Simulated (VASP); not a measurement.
P:

```
CELL_PARAMETERS angstrom
1.72573 0.99635 3.12968
-1.72573 0.99635 3.12968
0.00000 -1.99270 3.12968
ATOMIC_POSITIONS crystal
P 0.77292 0.77292 0.77292
P 0.22708 0.22708 0.22708
```

Base run:

* Program: VASP 6.6.1
* Functional: PBEsol
* Potentials or basis: VASP PAW PBE potentials, release 64 (P)
* Cutoff: 520 eV
* k mesh: 8 × 8 × 8
* Occupations: fermi-dirac, width 0.05 eV
* Spin: no spin polarisation

Its results: band gap on the k mesh zero (band 5 reaches 9.13 eV, above the bottom of band 6 at 8.66 eV); pressure -1.6 GPa; largest force 0.208 eV/Å.

**Question.** The run is repeated on the same cell with these changes: k mesh from 8 × 8 × 8 to 6 × 6 × 6. What comes out?

**Answer.** Band gap on the k mesh zero (band 5 reaches 9.39 eV, above the bottom of band 6 at 8.67 eV); pressure -2.0 GPa; largest force 0.044 eV/Å.

Caveats: some runs use coarse meshes; the PAW data sets were made with another functional, which shifts forces and pressure a little.
